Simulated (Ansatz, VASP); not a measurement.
**One calculation of VH, two programs**

Contents of INCAR:

```
SYSTEM = VH
PREC = Accurate
ENCUT = 520
EDIFF = 1E-7
ISMEAR = -1
SIGMA = 0.1
LREAL = .FALSE.
LASPH = .TRUE.
NELM = 150
ALGO = Normal
ISIF = 2
LWAVE = .FALSE.
LCHARG = .FALSE.
ISPIN = 2
MAGMOM = 1.5 0
LORBIT = 11
LMAXMIX = 4
GGA = PS
NBANDS = 18
```

Contents of KPOINTS:

```
Automatic mesh
0
G
  13 13 13
  0 0 0
```

POSCAR

```
VH
1.0
    0.0000000000      2.0022687585      2.0022687585
    2.0022687585      0.0000000000      2.0022687585
    2.0022687585      2.0022687585      0.0000000000
V H
1 1
Direct
    0.0000000000      0.0000000000      0.0000000000
    0.5000000000      0.5000000000      0.5000000000
```

Input for Ansatz:

```yaml
crystal:
  lattice:
    - [0.0, 2.002268758482917, 2.002268758482917]
    - [2.002268758482917, 0.0, 2.002268758482917]
    - [2.002268758482917, 2.002268758482917, 0.0]
  atoms:
    - { symbol: V, position: [0.0, 0.0, 0.0], spin: 1.5 }
    - { symbol: H, position: [0.5, 0.5, 0.5] }
kpoints:
  mp_grid:
    grid: [13, 13, 13]
hamiltonian:
  xc: pbesol
  pseudopotentials:
    kind: all_electron
    lapw:
      basis_error: 0.001
magnetization:
  spin_polarized: true
scf:
  convergence:
    dr2_threshold: 1.0e-08
  occupations:
    method: fermi_dirac
```

Alike in both runs: task single point; functional PBEsol; k mesh 13 × 13 × 13; collinear spin.

|  | VASP | Ansatz |
| --- | --- | --- |
| version | VASP 6.6.1 | Ansatz 0.2.0 |
| potentials or method | VASP PAW PBE potentials, release 64 (V_sv, H), cutoff 520 eV | all-electron (LAPW or listed datasets) |
| occupations | fermi-dirac, width 0.1 eV | fermi-dirac |

|  | VASP | Ansatz | Ansatz less VASP |
| --- | --- | --- | --- |
| net moment per atom (μB) | 0.00 | 0.00 | 0.000 |

VASP's potentials were made for PBE, not for PBEsol. Ansatz ran all-electron here, and VASP with PAW potentials. Ansatz's warnings: seeded moment not kept.
